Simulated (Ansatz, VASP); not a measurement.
# One calculation of WC, two programs

```
CELL_PARAMETERS angstrom
2.90050 0.00000 0.00000
-1.45025 2.51191 0.00000
0.00000 0.00000 2.82900
ATOMIC_POSITIONS crystal
W 0.00000 0.00000 0.02651
C 0.66667 0.33333 0.50000
```

Change from the starting cell: all W atoms moved +0.075 Å, as atom 1 along Cartesian [0 0 1].

Alike in both runs: task single point; functional r2SCAN; k mesh 18 × 18 × 16; occupations gaussian, width 0.15 eV; no spin polarisation.

|  | VASP | Ansatz |
| --- | --- | --- |
| version | VASP 6.6.1 | Ansatz 0.2.0 |
| potentials or method | VASP PAW PBE potentials, release 64 (W_sv, C), cutoff 520 eV | scalar-relativistic, plane waves, PAW |
| valence electrons in the cell | 18 | 18 |

Ansatz gave:

* gap on the k mesh at the Fermi level (eV): none
* pressure (GPa): 5.6
* traceless stress, the component that is largest in VASP (GPa): 0.18
* rms of the force components (eV/Å): 0.615

**Question.** Estimate VASP's values.

**Answer.** gap on the k mesh at the Fermi level (eV): none; pressure (GPa): 7.6; traceless stress, the component that is largest in VASP (GPa): 0.38; rms of the force components (eV/Å): 0.623.

VASP's potentials were made for PBE, not for r2SCAN. Atom by atom the forces differ by 0.008 eV/Å (rms over components). A gap of «none» marks a metal or a gap that the smearing closes.

Spin-orbit coupling is off throughout.
